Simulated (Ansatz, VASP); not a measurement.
## Cd in VASP and in Ansatz

Contents of INCAR:

```
SYSTEM = Cd
PREC = Accurate
ENCUT = 520
EDIFF = 1E-6
ISMEAR = -1
SIGMA = 0.1
LREAL = .FALSE.
LASPH = .TRUE.
NELM = 60
ALGO = Normal
ISIF = 2
LWAVE = .FALSE.
LCHARG = .FALSE.
GGA = RP
NBANDS = 32
```

The input KPOINTS:

```
Automatic mesh
0
G
  13 13 4
  0 0 0
```

POSCAR

```
Cd
1.0
    3.2500025747      0.0000000000      0.0000000000
   -1.6250012873      2.8145847921      0.0000000000
    0.0000000000      0.0000000000     10.6494324874
Cd
4
Direct
    0.0000000000      0.0000000000      0.0000000000
    0.0000000000      0.0000000000      0.5000000000
    0.3333333333      0.6666666667      0.2500000000
    0.6666666667      0.3333333333      0.7500000000
```

Input for Ansatz:

```yaml
crystal:
  lattice:
    - [3.2500025747, 0.0, 0.0]
    - [-1.6250012873, 2.8145847921, 0.0]
    - [0.0, 0.0, 10.6494324874]
  atoms:
    - { symbol: Cd, position: [0.0, 0.0, 0.0] }
    - { symbol: Cd, position: [0.0, 0.0, 0.5] }
    - { symbol: Cd, position: [0.3333333333, 0.6666666667, 0.25] }
    - { symbol: Cd, position: [0.6666666667, 0.3333333333, 0.75] }
hamiltonian:
  xc: rpbe
  pseudopotentials:
    kind: paw
    azcp:
      Cd: "pseudopotentials/Cd.paw.azcp"
basis:
  ecutwfc: 420
  fft_grid_basis: typed
kpoints:
  mp_grid: { grid: [13, 13, 4], shift: [0, 0, 0] }
magnetization:
  spin_polarized: false
scf:
  occupations: { method: fermi_dirac, width: 0.1 }
  lower_state_search: "off"
output:
  stress: true
```

Alike in both runs: task single point; functional RPBE; k mesh 13 × 13 × 4; occupations fermi-dirac, width 0.1 eV; no spin polarisation.

|  | VASP | Ansatz |
| --- | --- | --- |
| version | VASP 6.6.1 | Ansatz 0.2.0 |
| potentials or method | VASP PAW PBE potentials, release 64 (Cd), cutoff 520 eV | plane waves (420 eV) with PAW, scalar-relativistic |
| valence electrons in the cell | 48 | 80 |

Ansatz gave:

* pressure (GPa): 0.0
* traceless stress, the component that is largest in VASP (GPa): 0.15

Question: Estimate VASP's values.

Answer: Pressure (GPa): 0.1; traceless stress, the component that is largest in VASP (GPa): 0.14.

VASP's potentials were made for PBE, not for RPBE. VASP's potentials hold 48 valence electrons a cell and Ansatz's 80, so a difference there can come from the potentials and not from the codes.
